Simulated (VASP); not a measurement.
# DyBe2F2 (Cmmm) in VASP: further runs

DyBe2F2 is run at these levels: PBE; tasks: single point.

All numbers are computed with VASP 6.6.1; they aren't measurements. Logs are shortened: lines on timing, memory, paths and dates and some standing lists are left out, and cuts for length are marked.

### 1 The cell of the first run

The structure is orthorhombic, space group Cmmm (No. 65). The conventional cell has a = 5.313 Å, b = 6.009 Å, c = 4.908 Å, α = 90.00°, β = 90.00°, γ = 90.00°. Dy (site symmetry mmm) has 2 Be at 1.93 Å within 2.6 Å. Within 1.3 Å of Be (site symmetry 2mm) lie 2 F at 0.99 Å. Within 1.4 Å of F (site symmetry mm2) lie 2 Be at 0.99 Å and 1 F at 1.35 Å.

The cell was built from a structure type or drawn by symmetry, and may not be a known phase.

### 2 Single point, PBE

INCAR

```
SYSTEM = DyBe2F2
PREC     = Accurate       ! precision mode
ENCUT    = 600            ! plane-wave cutoff, eV
EDIFF    = 1E-6           ! SCF threshold, eV
ISMEAR   = 0              ! smearing method
SIGMA    = 0.1            ! smearing width, eV
LREAL    = .FALSE.        ! projectors in reciprocal space
LASPH    = .TRUE.         ! aspherical terms in the spheres
NELM     = 200            ! most SCF steps
ALGO     = Normal         ! electronic algorithm
ISIF     = 2              ! what is computed and relaxed
LWAVE    = .FALSE.        ! write WAVECAR
LCHARG   = .TRUE.         ! write CHGCAR
GGA      = PE             ! functional
LELF     = .TRUE.         ! ELF
LVHAR    = .TRUE.       
NBANDS   = 22             ! bands
GGA_COMPAT= .FALSE.      
LMAXMIX  = 6              ! l up to which the mixer works
```

KPOINTS

```
regular mesh
0
G
  4 4 4
  0 0 0
```

POSCAR

```
DyBe2F2
1.0
    2.6566016100     -3.0044265900      0.0000000000
    2.6566016100      3.0044265900      0.0000000000
    0.0000000000      0.0000000000      4.9079055600
Dy Be F
1 2 2
Direct
    0.0000000000      0.0000000000      0.5000000000
    0.6374360600      0.6374360600      0.5000000000
    0.3625639400      0.3625639400      0.5000000000
    0.5000000000      0.5000000000      0.3624891000
    0.5000000000      0.5000000000      0.6375109000
```

Potentials or basis: VASP PAW PBE potentials, release 64 (Dy_3, Be, F), 4f in core.

Launch:

```console
> cat potpaw_PBE.64/Dy_3/POTCAR potpaw_PBE.64/Be/POTCAR potpaw_PBE.64/F/POTCAR > POTCAR
> mpirun -np 1 vasp_std > vasp.out
```

OUTCAR:

```text
SYSTEM = DyBe2F2
   PREC = Accurate
   ENCUT = 600
   EDIFF = 1E-6
   ISMEAR = 0
   LREAL = .FALSE.
   LASPH = .TRUE.
   NELM = 200
   ISIF = 2
   GGA = PE

 ion  position               nearest neighbor table
   1  0.000  0.000  0.500-   2 1.93   3 1.93   4 2.74   5 2.74   4 2.74   5 2.74   3 3.09   3 3.09
                             2 3.09   2 3.09
   2  0.637  0.637  0.500-   4 0.99   5 0.99   3 1.46   1 1.93   1 3.09   1 3.09
   3  0.363  0.363  0.500-   4 0.99   5 0.99   2 1.46   1 1.93   1 3.09   1 3.09
   4  0.500  0.500  0.362-   2 0.99   3 0.99   5 1.35   1 2.74   1 2.74
   5  0.500  0.500  0.638-   2 0.99   3 0.99   4 1.35   1 2.74   1 2.74

 -----------------------------------------------------------------------------
|                                                                             |
|           W    W    AA    RRRRR   N    N  II  N    N   GGGG   !!!           |
|           W    W   A  A   R    R  NN   N  II  NN   N  G    G  !!!           |
|           W    W  A    A  R    R  N N  N  II  N N  N  G       !!!           |
|           W WW W  AAAAAA  RRRRR   N  N N  II  N  N N  G  GGG   !            |
|           WW  WW  A    A  R   R   N   NN  II  N   NN  G    G                |
|           W    W  A    A  R    R  N    N  II  N    N   GGGG   !!!           |
|                                                                             |
|     The distance between some ions is very small. Please check the          |
|     nearest-neighbor list in the OUTCAR file.                               |
|     I HOPE YOU KNOW WHAT YOU ARE DOING!                                     |
|                                                                             |
 -----------------------------------------------------------------------------

  LATTYP: Found a base centered orthorhombic cell.
 ALAT       =     5.3132032200
 B/A-ratio  =     1.1309285437
 C/A-ratio  =     0.9237187732

  Lattice vectors:

 A1 = (   2.6566016100,  -3.0044265900,   0.0000000000)
 A2 = (   2.6566016100,   3.0044265900,   0.0000000000)
 A3 = (   0.0000000000,   0.0000000000,   4.9079055600)

Analysis of symmetry for initial positions (statically):
=====================================================================
 Subroutine PRICEL returns:
 Original cell was already a primitive cell.

 Routine SETGRP: Setting up the symmetry group for a
 base centered orthorhombic supercell.

 Subroutine GETGRP returns: Found  8 space group operations
 (whereof  8 operations were pure point group operations)
 out of a pool of  8 trial point group operations.

The static configuration has the point symmetry D_2h.

Analysis of symmetry for dynamics (positions and initial velocities):
=====================================================================
 Subroutine PRICEL returns:
 Original cell was already a primitive cell.

 Routine SETGRP: Setting up the symmetry group for a
[... 118 lines left out ...]
   PSTRESS=    0.0 pullay stress
   NELECT =      27.0000    total number of electrons
   NUPDOWN=      -1.0000    fix difference up-down
   EMIN   =  10.00;   EMAX   =-10.00  energy-range for DOS
   EFERMI =   0.00;   METHOD = LEGACY
   ISMEAR =     0;   SIGMA  =   0.10  broadening in eV -4-tet -1-fermi 0-gaus
   EFERMI_NEDOS =   21; number of points for ismear=-14 and -15
   IALGO  =     38    algorithm
   IMIX   =      4    mixing-type and parameters
     AMIX     =   0.40;   BMIX     =  1.00
     AMIX_MAG =   1.60;   BMIX_MAG =  1.00
  volume/ion in A,a.u.               =      15.67       105.74
  Fermi-wavevector in a.u.,A,eV,Ry     =   1.147778  2.168986 17.924248  1.317395
  Thomas-Fermi vector in A             =   2.284457
   LORBIT       =      0    0 simple, 1 ext, 2 COOP (PROOUT), +10 PAW based schemes
   GGA     = PE    functional components
   LHFCALC =     F    Hartree Fock is set to
   AEXX    =    0.0000 exact exchange contribution
   IVDW    =     0    specifies the selected vdW correction
   LEPSILON=     F    determine dielectric tensor
   LRPA    =     F    only Hartree local field effects (RPA)
 non-spin polarized calculation
 Gauss-broadening in eV      SIGMA  =   0.10
  energy-cutoff  :      600.00
  volume of cell :       78.35
 maximum number of plane-waves:      2634
   NGX = 17   NGY = 17   NGZ = 19

 number of electron      26.9999996 magnetization

 Free energy of the ion-electron system (eV)
  ---------------------------------------------------
  ext. energy  EPLUGINS =         0.00000000
  ---------------------------------------------------
  free energy    TOTEN  =        23.12648312 eV

  energy without entropy =       23.13941158  energy(sigma->0) =       23.13294735

 E-fermi :   3.1953     XC(G=0):  -8.4727

 val. band max:        3.1559704461   @ k =   0.2500   0.2500   0.5000
 cond. band min:       3.2165033716   @ k =   0.2500   0.0000   0.5000
 fundamental gap:      0.0605329255
 Fermi energy:         3.1952579962

 k-point     1 :       0.0000    0.0000    0.0000
  band No.  band energies     occupation
      1     -33.3196      2.00000
      2     -26.5085      2.00000
      3     -21.0382      2.00000
      4     -20.5442      2.00000
      5     -20.2658      2.00000
      6     -13.0997      2.00000
[... 514 lines left out ...]
     21      10.0731      0.00000
     22      10.6079      0.00000

------------------------ aborting loop because EDIFF is reached ----------------------------------------

  FORCE on cell =-STRESS in cart. coord.  units (eV):
  Direction    XX          YY          ZZ          XY          YZ          ZX
  --------------------------------------------------------------------------------------
  -------------------------------------------------------------------------------------
  Total      127.9962217      1.1998327    127.3934785      0.0000000      0.0000000      0.0000000
  in kB     2617.5411081     24.5367506   2605.2149243      0.0000000      0.0000000      0.0000000
  external PRESSURE =    1749.0975943 kB  Pullay stress =       0.0000000 kB

 VOLUME and BASIS-vectors are now :
 -----------------------------------------------------------------------------
  energy-cutoff  :      600.00
  volume of cell :       78.35
      direct lattice vectors                 reciprocal lattice vectors
     2.656601610 -3.004426590  0.000000000     0.188210381 -0.166421107  0.000000000
     2.656601610  3.004426590  0.000000000     0.188210381  0.166421107  0.000000000
     0.000000000  0.000000000  4.907905560     0.000000000  0.000000000  0.203752902

 POSITION                                       TOTAL-FORCE (eV/Angst)
 -----------------------------------------------------------------------------------
      0.00000      0.00000      2.45395        -0.000000      0.000000      0.000000
      3.38683      0.00000      2.45395        57.785538      0.000000      0.000000
      1.92638      0.00000      2.45395       -57.785538      0.000000      0.000000
      2.65660      0.00000      1.77906        -0.000000      0.000000    -95.741800
      2.65660      0.00000      3.12884        -0.000000      0.000000     95.741800
 -----------------------------------------------------------------------------------
    total drift:                               -0.000000     -0.000000      0.000000

  FREE ENERGIE OF THE ION-ELECTRON SYSTEM (eV)
  ---------------------------------------------------
  free  energy   TOTEN  =        23.1264831171 eV

  energy  without entropy=       23.1394115769  energy(sigma->0) =       23.13294735
```

stdout:

```text
POSCAR found type information on POSCAR DyBeF
 POSCAR found :  3 types and       5 ions
 scaLAPACK will be used
 LDA part: xc-table for (Slater+PW92), standard interpolation
 -----------------------------------------------------------------------------
|                                                                             |
|           W    W    AA    RRRRR   N    N  II  N    N   GGGG   !!!           |
|           W    W   A  A   R    R  NN   N  II  NN   N  G    G  !!!           |
|           W    W  A    A  R    R  N N  N  II  N N  N  G       !!!           |
|           W WW W  AAAAAA  RRRRR   N  N N  II  N  N N  G  GGG   !            |
|           WW  WW  A    A  R   R   N   NN  II  N   NN  G    G                |
|           W    W  A    A  R    R  N    N  II  N    N   GGGG   !!!           |
|                                                                             |
|     The distance between some ions is very small. Please check the          |
|     nearest-neighbor list in the OUTCAR file.                               |
|     I HOPE YOU KNOW WHAT YOU ARE DOING!                                     |
|                                                                             |
 -----------------------------------------------------------------------------

 POSCAR, INCAR and KPOINTS ok, starting setup
 FFT: planning ... GRIDC
 FFT: planning ... GRID_SOFT
 FFT: planning ... GRID
 WAVECAR not read
 entering main loop
```

It took 16 s on 1 thread of Intel Xeon 6975P-C (Granite Rapids), shared host; peak memory 0.22 GiB.

Results:

```
Free energy            : 23.1265 eV
Pressure               : 174.9 GPa
Largest force          : 95.742 eV/Å
Band gap on the k mesh : zero (an odd number of electrons rules out a gap without spin polarisation)
```

Forces on the atoms (eV/Å):
```
Dy    0.000   0.000   0.000
Be   57.786   0.000   0.000
Be  -57.786   0.000   0.000
F     0.000   0.000 -95.742
F     0.000   0.000  95.742
```

Caveat: the k points lie up to 0.39 Å⁻¹ apart, too coarse for converged energies and pressures of a metal; atoms lie so close that the PAW spheres overlap strongly, which falsifies energies and pressures; spin-orbit coupling is left out, which moves the levels of the heavy elements; the 4f electrons are frozen in the core, so they carry no moment and show no levels; an odd number of electrons without spin polarisation forces a metal; a magnetic or distorted state may lie lower; the run has no spin polarisation, though such a crystal can be magnetic. Spin polarisation is off, so any magnetic state and its effect on volume and gap are missing.

(Part 1 of 2 ends here.)
